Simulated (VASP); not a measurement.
# Zr3Si (P6_3/mmc) in VASP: notebook

The runs below take Zr3Si through single point, with r2SCAN.

Everything below comes from runs of VASP 6.6.1. Logs are shortened: lines on timing, memory, paths and dates and some standing lists are left out, and cuts for length are marked.

## 1. The cell of the first run

It takes space group P6_3/mmc (No. 194, hexagonal). Conventional cell: a = 6.117 Å, b = 6.117 Å, c = 4.971 Å, α = 90.00°, β = 90.00°, γ = 120.00°. Zr (site symmetry mm2) has 8 Zr at 2.95 to 3.17 Å and 4 Si at 3.01 to 3.06 Å within 3.9 Å. Within 4.0 Å of Si (site symmetry -6m2) lie 12 Zr at 3.01 to 3.06 Å.

## 2. Single point, r2SCAN

File POSCAR:

```
Zr3Si
1.0
    6.1173840222      0.0000000000      0.0000000000
   -3.0586920111      5.2978099679      0.0000000000
    0.0000000000      0.0000000000      4.9710860000
Zr Si
6 2
Direct
    0.3454690000      0.1727345000      0.7500000000
    0.8272655000      0.1727345000      0.7500000000
    0.8272655000      0.6545310000      0.7500000000
    0.6545310000      0.8272655000      0.2500000000
    0.1727345000      0.8272655000      0.2500000000
    0.1727345000      0.3454690000      0.2500000000
    0.6666666700      0.3333333300      0.2500000000
    0.3333333300      0.6666666700      0.7500000000
```

File INCAR.step1:

```
SYSTEM = Zr3Si
PREC = Accurate ; ENCUT = 520
ISMEAR = 0 ; SIGMA = 0.1
LREAL = .False. ; LASPH = .True.
NELM = 60 ; NBANDS = 50
GGA = PE ; ALGO = Normal
EDIFF = 1E-4 ; LWAVE = .True.
LCHARG = .False.
```

File INCAR.step2:

```
SYSTEM = Zr3Si
PREC = Accurate ; ENCUT = 520
EDIFF = 1E-6 ; ISMEAR = 0
SIGMA = 0.1 ; LREAL = .False.
LASPH = .True. ; NELM = 60
ALGO = Normal ; ISIF = 2
LWAVE = .False. ; LCHARG = .True.
METAGGA = R2SCAN ; LMIXTAU = .True.
LELF = .True. ; LVHAR = .True.
NBANDS = 50 ; ISTART = 1
```

File KPOINTS:

```
Automatic mesh
0
Gamma
  3 3 4
  0 0 0
```

Potentials or basis: VASP PAW PBE potentials, release 64 (Zr_sv, Si).

Run with:

```sh
$ cat potpaw_PBE.64/Zr_sv/POTCAR potpaw_PBE.64/Si/POTCAR > POTCAR
$ cp INCAR.step1 INCAR
$ mpirun -np 1 vasp_std > vasp.out
$ cp INCAR.step2 INCAR
$ mpirun -np 1 vasp_std > vasp.out
```

OUTCAR:

```text
SYSTEM = Zr3Si
   PREC = Accurate
   ENCUT = 520
   EDIFF = 1E-6
   ISMEAR = 0
   LREAL = .False.
   LASPH = .True.
   NELM = 60
   ISIF = 2
   METAGGA = R2SCAN
   ISTART = 1

 ion  position               nearest neighbor table
   1  0.345  0.173  0.750-   3 2.95   2 2.95   7 3.01   7 3.01   8 3.06   8 3.06   5 3.09   5 3.09
                             6 3.09   6 3.09   3 3.17   2 3.17
   2  0.827  0.173  0.750-   3 2.95   1 2.95   7 3.01   7 3.01   8 3.06   8 3.06   4 3.09   4 3.09
                             6 3.09   6 3.09   3 3.17   1 3.17
   3  0.827  0.655  0.750-   1 2.95   2 2.95   7 3.01   7 3.01   8 3.06   8 3.06   5 3.09   5 3.09
                             4 3.09   4 3.09   2 3.17   1 3.17
   4  0.655  0.827  0.250-   6 2.95   5 2.95   8 3.01   8 3.01   7 3.06   7 3.06   2 3.09   2 3.09
                             3 3.09   3 3.09   6 3.17   5 3.17
   5  0.173  0.827  0.250-   6 2.95   4 2.95   8 3.01   8 3.01   7 3.06   7 3.06   1 3.09   1 3.09
                             3 3.09   3 3.09   6 3.17   4 3.17
   6  0.173  0.345  0.250-   4 2.95   5 2.95   8 3.01   8 3.01   7 3.06   7 3.06   2 3.09   2 3.09
                             1 3.09   1 3.09   5 3.17   4 3.17
   7  0.667  0.333  0.250-   2 3.01   2 3.01   3 3.01   3 3.01   1 3.01   1 3.01   4 3.06   6 3.06
                             5 3.06   5 3.06   4 3.06   6 3.06
   8  0.333  0.667  0.750-   5 3.01   5 3.01   6 3.01   6 3.01   4 3.01   4 3.01   1 3.06   3 3.06
                             2 3.06   2 3.06   1 3.06   3 3.06

  LATTYP: Found a hexagonal cell.
 ALAT       =     6.1173840222
 C/A-ratio  =     0.8126163049

  Lattice vectors:

 A1 = (   6.1173840222,   0.0000000000,   0.0000000000)
 A2 = (  -3.0586920111,   5.2978099679,   0.0000000000)
 A3 = (   0.0000000000,   0.0000000000,   4.9710860000)

Analysis of symmetry for initial positions (statically):
=====================================================================
 Subroutine PRICEL returns:
 Original cell was already a primitive cell.

 Routine SETGRP: Setting up the symmetry group for a
 hexagonal supercell.

 Subroutine GETGRP returns: Found 24 space group operations
 (whereof 12 operations were pure point group operations)
 out of a pool of 24 trial point group operations.

The static configuration has the point symmetry D_3d.
 The point group associated with its full space group is D_6h.

Analysis of symmetry for dynamics (positions and initial velocities):
=====================================================================
 Subroutine PRICEL returns:
 Original cell was already a primitive cell.

 Routine SETGRP: Setting up the symmetry group for a
 hexagonal supercell.

 Subroutine GETGRP returns: Found 24 space group operations
 (whereof 12 operations were pure point group operations)
 out of a pool of 24 trial point group operations.

The dynamic configuration has the point symmetry D_3d.
 The point group associated with its full space group is D_6h.

 Subroutine INISYM returns: Found 24 space group operations
 (whereof 12 operations are pure point group operations),
 and found     1 'primitive' translations

----------------------------------------------------------------------------------------

                                     Primitive cell

  volume of cell :     161.1066

  direct lattice vectors                    reciprocal lattice vectors
     6.117384022  0.000000000  0.000000000     0.163468567  0.094378621  0.000000000
    -3.058692011  5.297809968  0.000000000     0.000000000  0.188757242  0.000000000
     0.000000000  0.000000000  4.971086000     0.000000000  0.000000000  0.201163287

  length of vectors
     6.117384022  6.117384022  4.971086000     0.188757242  0.188757242  0.201163287

  position of ions in fractional coordinates (direct lattice)
     0.345469000  0.172734500  0.750000000
     0.827265500  0.172734500  0.750000000
     0.827265500  0.654531000  0.750000000
     0.654531000  0.827265500  0.250000000
     0.172734500  0.827265500  0.250000000
     0.172734500  0.345469000  0.250000000
     0.666666670  0.333333330  0.250000000
     0.333333330  0.666666670  0.750000000

  ion indices of the primitive-cell ions
   primitive index   ion index
                 1           1
                 2           2
                 3           3
                 4           4
                 5           5
                 6           6
                 7           7
                 8           8

----------------------------------------------------------------------------------------

 KPOINTS: Automatic mesh

Automatic generation of k-mesh.
 Grid dimensions read from file:
 generate k-points for:    3    3    4

 Generating k-lattice:

  Cartesian coordinates                     Fractional coordinates (reciprocal lattice)
     0.054489522  0.031459540  0.000000000     0.333333333 -0.000000000  0.000000000
     0.000000000  0.062919081  0.000000000     0.000000000  0.333333333  0.000000000
     0.000000000  0.000000000  0.050290822     0.000000000  0.000000000  0.250000000

  Length of vectors
     0.062919081  0.062919081  0.050290822

  Shift w.r.t. Gamma in fractional coordinates (k-lattice)
     0.000000000  0.000000000  0.000000000

 Subroutine IBZKPT returns following result:
 ===========================================

 Found      9 irreducible k-points:

 Following reciprocal coordinates:
            Coordinates               Weight
  0.000000  0.000000  0.000000      1.000000
  0.333333 -0.000000  0.000000      6.000000
  0.333333  0.333333  0.000000      2.000000
  0.000000  0.000000  0.250000      2.000000
  0.333333 -0.000000  0.250000     12.000000
  0.333333  0.333333  0.250000      4.000000
  0.000000  0.000000  0.500000      1.000000
  0.333333 -0.000000  0.500000      6.000000
  0.333333  0.333333  0.500000      2.000000
   k-points           NKPTS =      9   k-points in BZ     NKDIM =      9   number of bands    NBANDS=     50
   number of dos      NEDOS =    301   number of ions     NIONS =      8
   total plane-waves  NPLWV =  92160
   dimension x,y,z NGX =    48 NGY =   48 NGZ =   40
   dimension x,y,z NGXF=    96 NGYF=   96 NGZF=   80
   ions per type =               6   2
   NGX,Y,Z   is equivalent  to a cutoff of  13.04, 13.04, 13.38 a.u.
   NGXF,Y,Z  is equivalent  to a cutoff of  26.09, 26.09, 26.75 a.u.
 SYSTEM =  Zr3Si
   PREC   = accura    normal or accurate (medium, high low for compatibility)
   ISTART =      1    job   : 0-new  1-cont  2-samecut
   ICHARG =      0    charge: 1-file 2-atom 10-const
   ISPIN  =      1    spin polarized calculation?
   LNONCOLLINEAR =      F non collinear calculations
   LSORBIT =      F    spin-orbit coupling
   LASPH  =      T    aspherical Exc in radial PAW
   ENCUT  =  520.0 eV  38.22 Ry    6.18 a.u.  11.37 11.37  9.24*2*pi/ulx,y,z
   NELM   =     60;   NELMIN=  2; NELMDL=  0     # of ELM steps
   EDIFF  = 0.1E-05   stopping-criterion for ELM
   LREAL  =      F    real-space projection
   EDIFFG = 0.1E-04   stopping-criterion for IOM
   NSW    =      0    number of steps for IOM
   IBRION =     -1    ionic relax: 0-MD 1-quasi-New 2-CG
   NFREE  =      0    steps in history (QN), initial steepest desc. (CG)
   ISIF   =      2    stress and relaxation
   ISYM   =      2    0-nonsym 1-usesym 2-fastsym
   POTIM  = 0.5000    time-step for ionic-motion
   TEBEG  =    0.0;   TEEND  =   0.0 temperature during run
   PSTRESS=    0.0 pullay stress
   NELECT =      80.0000    total number of electrons
   NUPDOWN=      -1.0000    fix difference up-down
   EMIN   =  10.00;   EMAX   =-10.00  energy-range for DOS
   EFERMI =   0.00;   METHOD = LEGACY
   ISMEAR =     0;   SIGMA  =   0.10  broadening in eV -4-tet -1-fermi 0-gaus
   EFERMI_NEDOS =   21; number of points for ismear=-14 and -15
   IALGO  =     38    algorithm
   IMIX   =      4    mixing-type and parameters
     AMIX     =   0.40;   BMIX     =  1.00
     AMIX_MAG =   1.60;   BMIX_MAG =  1.00
  volume/ion in A,a.u.               =      20.14       135.90
  Fermi-wavevector in a.u.,A,eV,Ry     =   1.296384  2.449811 22.866111  1.680612
  Thomas-Fermi vector in A             =   2.427844
   LORBIT       =      0    0 simple, 1 ext, 2 COOP (PROOUT), +10 PAW based schemes
   METAGGA = R2SCAN    functional components
   LHFCALC =     F    Hartree Fock is set to
   AEXX    =    0.0000 exact exchange contribution
   IVDW    =     0    specifies the selected vdW correction
   LEPSILON=     F    determine dielectric tensor
   LRPA    =     F    only Hartree local field effects (RPA)
 non-spin polarized calculation
 Gauss-broadening in eV      SIGMA  =   0.10
  energy-cutoff  :      520.00
  volume of cell :      161.11
 maximum number of plane-waves:      4368
 NGX is ok and might be reduce to    48
   NGX = 23   NGY = 23   NGZ = 19

 number of electron      80.0000002 magnetization

 Free energy of the ion-electron system (eV)
  ---------------------------------------------------
  ext. energy  EPLUGINS =         0.00000000
  ---------------------------------------------------
  free energy    TOTEN  =      -156.99880464 eV

  energy without entropy =     -156.96986560  energy(sigma->0) =     -156.98433512

 E-fermi :   9.6699     XC(G=0): -12.1558

 val. band max:        9.6331778655   @ k =   0.0000   0.0000   0.0000
 cond. band min:       9.6776381939   @ k =   0.3333  -0.0000   0.5000
 fundamental gap:      0.0444603283
 Fermi energy:         9.6698736311

 k-point     1 :       0.0000    0.0000    0.0000
  band No.  band energies     occupation
      1     -40.7655      2.00000
      2     -40.6068      2.00000
      3     -40.5814      2.00000
      4     -40.5814      2.00000
      5     -40.5056      2.00000
      6     -40.5056      2.00000
[... 42 lines left out ...]
     49      12.7513      0.00000
     50      12.7767      0.00000
[... 422 lines left out ...]
     49      11.8596      0.00000
     50      11.8596      0.00000

------------------------ aborting loop because EDIFF is reached ----------------------------------------

  FORCE on cell =-STRESS in cart. coord.  units (eV):
  Direction    XX          YY          ZZ          XY          YZ          ZX
  --------------------------------------------------------------------------------------
  -------------------------------------------------------------------------------------
  Total       -0.2594904     -0.2594904     -2.9997046      0.0000000      0.0000000      0.0000000
  in kB       -2.5805867     -2.5805867    -29.8315401      0.0000000      0.0000000      0.0000000
  external PRESSURE =     -11.6642378 kB  Pullay stress =       0.0000000 kB

 VOLUME and BASIS-vectors are now :
 -----------------------------------------------------------------------------
  energy-cutoff  :      520.00
  volume of cell :      161.11
      direct lattice vectors                 reciprocal lattice vectors
     6.117384022  0.000000000  0.000000000     0.163468567  0.094378621  0.000000000
    -3.058692011  5.297809968  0.000000000     0.000000000  0.188757242  0.000000000
     0.000000000  0.000000000  4.971086000     0.000000000  0.000000000  0.201163287

 POSITION                                       TOTAL-FORCE (eV/Angst)
 -----------------------------------------------------------------------------------
      1.58502      0.91511      3.72831         0.032170      0.018573     -0.000000
      4.53236      0.91511      3.72831        -0.032170      0.018573     -0.000000
      3.05869      3.46758      3.72831        -0.000000     -0.037146      0.000000
      1.47367      4.38270      1.24277        -0.032170     -0.018573     -0.000000
     -1.47367      4.38270      1.24277         0.032170     -0.018573     -0.000000
     -0.00000      1.83023      1.24277         0.000000      0.037146      0.000000
      3.05869      1.76594      1.24277        -0.000000     -0.000000      0.000000
     -0.00000      3.53187      3.72831         0.000000     -0.000000      0.000000
 -----------------------------------------------------------------------------------
    total drift:                               -0.000053      0.000030     -0.000000

  FREE ENERGIE OF THE ION-ELECTRON SYSTEM (eV)
  ---------------------------------------------------
  free  energy   TOTEN  =      -156.9988046401 eV

  energy  without entropy=     -156.9698656048  energy(sigma->0) =     -156.98433512
```

Wall time 3.1 min (1 thread of Intel Xeon 6975P-C (Granite Rapids), shared host); peak memory 0.33 GiB.

What came out:

* Free energy: -156.9988 eV
* Pressure: -1.2 GPa
* Largest force: 0.037 eV/Å
* Band gap on the k mesh: zero (bands 40 and 41 overlap by 0.37 eV)

Forces on the atoms (eV/Å):
```
Zr   0.032  0.019  0.000
Zr  -0.032  0.019  0.000
Zr   0.000 -0.037  0.000
Zr  -0.032 -0.019  0.000
Zr   0.032 -0.019  0.000
Zr   0.000  0.037  0.000
Si   0.000  0.000  0.000
Si   0.000  0.000  0.000
```

Caveat: the k points lie up to 0.40 Å⁻¹ apart; the PAW data sets were made with another functional, which shifts forces and pressure a little.

## 3. Single point, r2SCAN

This run uses another cell than the first one, of 19.92 Å³/atom.

File POSCAR:

```
Zr3Si
1.0
    6.0978265938      0.0000000000      0.0000000000
   -3.0489132969      5.2808727381      0.0000000000
    0.0000000000      0.0000000000      4.9480734321
Zr Si
6 2
Direct
    0.3451498149      0.1725749075      0.7500000000
    0.8274250925      0.1725749075      0.7500000000
    0.8274250925      0.6548501851      0.7500000000
    0.6548501851      0.8274250925      0.2500000000
    0.1725749075      0.8274250925      0.2500000000
    0.1725749075      0.3451498149      0.2500000000
    0.6666666667      0.3333333333      0.2500000000
    0.3333333333      0.6666666667      0.7500000000
```

File INCAR.step1:

```
PREC     = Accurate       # precision mode
ENCUT    = 520            # plane-wave cutoff, eV
ISMEAR   = 0              # smearing method
SIGMA    = 0.1            # smearing width, eV
LREAL    = F              # projectors in reciprocal space
LASPH    = T              # aspherical terms in the spheres
NELM     = 80             # most SCF steps
NBANDS   = 50             # bands
GGA      = PE             # functional
ALGO     = Normal         # electronic algorithm
EDIFF    = 1E-4           # SCF threshold, eV
LWAVE    = T              # write WAVECAR
LCHARG   = F              # write CHGCAR
```

File INCAR.step2:

```
PREC     = Accurate       # precision mode
ENCUT    = 520            # plane-wave cutoff, eV
EDIFF    = 1E-6           # SCF threshold, eV
ISMEAR   = 0              # smearing method
SIGMA    = 0.1            # smearing width, eV
LREAL    = F              # projectors in reciprocal space
LASPH    = T              # aspherical terms in the spheres
NELM     = 80             # most SCF steps
ALGO     = Normal         # electronic algorithm
ISIF     = 2              # what is computed and relaxed
LWAVE    = F              # write WAVECAR
LCHARG   = F              # write CHGCAR
METAGGA  = R2SCAN         # meta-GGA
LMIXTAU  = T            
NBANDS   = 50             # bands
ISTART   = 1
```

File KPOINTS:

```
Automatic mesh
0
Gamma
  6 6 8
```

Potentials or basis: VASP PAW PBE potentials, release 64 (Zr_sv, Si).

Run with:

```sh
$ cat potpaw_PBE.64/Zr_sv/POTCAR potpaw_PBE.64/Si/POTCAR > POTCAR
$ cp INCAR.step1 INCAR
$ mpirun -np 1 vasp_std > vasp.out
$ cp INCAR.step2 INCAR
$ mpirun -np 1 vasp_std > vasp.out
```

It took 9.3 min on 1 thread of Intel Xeon 6975P-C (Granite Rapids), shared host; peak memory 0.45 GiB.

It converged, with:

| Item | Value |
| --- | --- |
| Free energy | -157.0357 eV |
| Pressure | 0.0 GPa |
| Largest force | 0.005 eV/Å |
| Band gap on the k mesh | zero (bands 40 and 41 overlap by 0.55 eV) |

Forces on the atoms (eV/Å):
```
Zr  -0.005 -0.003  0.000
Zr   0.005 -0.003  0.000
Zr   0.000  0.005  0.000
Zr   0.005  0.003  0.000
Zr  -0.005  0.003  0.000
Zr   0.000 -0.005  0.000
Si   0.000  0.000  0.000
Si   0.000  0.000  0.000
```

Levels at points of the mesh, in eV from the Fermi level:
| k point | band 38 | band 39 | band 40 | band 41 | band 42 | band 43 |
| --- | --- | --- | --- | --- | --- | --- |
| (0.00, 0.00, 0.00) | -1.53 | -0.50 | -0.01 | 0.39 | 0.39 | 0.84 |
| (0.50, 0.00, 0.00) | -0.63 | -0.60 | -0.03 | 0.54 | 0.66 | 0.91 |
| (0.00, 0.00, 0.50) | -1.24 | -0.84 | -0.84 | -0.10 | -0.10 | -0.10 |
| (0.50, 0.00, 0.50) | -0.66 | -0.31 | -0.31 | 0.15 | 0.15 | 0.69 |

Caveat: the PAW data sets were made with another functional, which shifts forces and pressure a little.

The gap in the log of VASP goes by the Fermi energy; the results here count the filled bands.